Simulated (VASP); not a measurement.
I:

```
I
1.0
     0.00000    2.41200    3.98652
     2.23524    0.00000    3.98652
     2.23524    2.41200    0.00000
I
1
Direct
  0.00000 0.00000 0.00000
```

This cell differs from its parent crystal: volume scaled by 1.06.

Base run:

- Program: VASP 6.6.1
- Functional: PBE
- Potentials or basis: VASP PAW PBE potentials, release 64 (I)
- Cutoff: 520 eV
- k mesh: 9 × 9 × 9
- Occupations: fermi-dirac, width 0.05 eV
- Spin: no spin polarisation

Its results: pressure -0.9 GPa.

**Question.** The run is repeated on the same cell with these changes: functional from PBE to LDA; potentials or basis from VASP PAW PBE potentials, release 64 (I) to VASP PAW LDA potentials, release 64 (I). What comes out?

**Answer.** Pressure -3.4 GPa.

Caveats: an odd number of electrons without spin polarisation forces a metal; a magnetic or distorted state may lie lower.
